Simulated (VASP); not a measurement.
PbF2: single point with r2SCAN

PbF2:

```
Pb F
1.0
    -0.02916    2.96044    2.96044
     2.96044   -0.02916    2.96044
     2.93128    2.93128    0.00000
Pb F
1 2
Direct
  0.00000 0.00000 0.00000
  0.25213 0.25213 0.24787
  0.74787 0.74787 0.75213
```

This cell differs from its parent crystal: shear xy strain -2.0%.

```yaml
Program: VASP 6.6.1
Task: single point
Functional: r2SCAN
Potentials_or_basis: VASP PAW PBE potentials, release 64 (Pb_d, F)
Cutoff: 520 eV
k_mesh: 8 × 8 × 8
Occupations: gaussian, width 0.01 eV
Spin: no spin polarisation
```

| Quantity | Value |
| --- | --- |
| Pressure | -0.1 GPa |
| Band gap on the k mesh | 4.93 eV, indirect (least direct gap 5.07 eV) |

Stress tensor (GPa, compression positive):
```
-0.06  0.47  0.00
 0.47 -0.06  0.00
 0.00  0.00 -0.05
```

Levels at points of the mesh, in eV from the valence-band top:
| k point | band 10 | band 11 | band 12 | band 13 | band 14 | band 15 | band 16 | band 17 | band 18 | band 19 |
| --- | --- | --- | --- | --- | --- | --- | --- | --- | --- | --- |
| (0.00, 0.00, 0.00) | -2.67 | -2.65 | -2.18 | -2.16 | -2.15 | 7.20 | 7.31 | 7.40 | 10.70 | 15.92 |
| (0.50, 0.00, 0.00) | -2.86 | -2.84 | -2.34 | -2.32 | -0.06 | 5.34 | 8.25 | 8.31 | 13.47 | 14.24 |
| (0.50, 0.50, 0.00) | -3.69 | -1.75 | -1.75 | -1.74 | -0.14 | 4.93 | 8.37 | 8.55 | 9.07 | 15.05 |
| (0.00, 0.00, 0.50) | -2.86 | -2.84 | -2.36 | -2.34 | -0.07 | 5.41 | 8.19 | 8.25 | 13.44 | 14.15 |
| (0.50, 0.00, 0.50) | -3.72 | -1.75 | -1.75 | -1.75 | -0.14 | 4.93 | 8.46 | 8.46 | 9.07 | 15.05 |

Wall time 2.6 min on 1 thread of Intel(R) Xeon(R) Platinum 8488C (Sapphire Rapids) (shared host), peak memory 0.25 GiB.

Caveat: the cell differs from its parent crystal (shear xy strain -2.0%); the PAW data sets were made with another functional, which shifts forces and pressure a little; spin-orbit coupling is left out, which moves the levels of the heavy elements. A k mesh can miss the band edges.
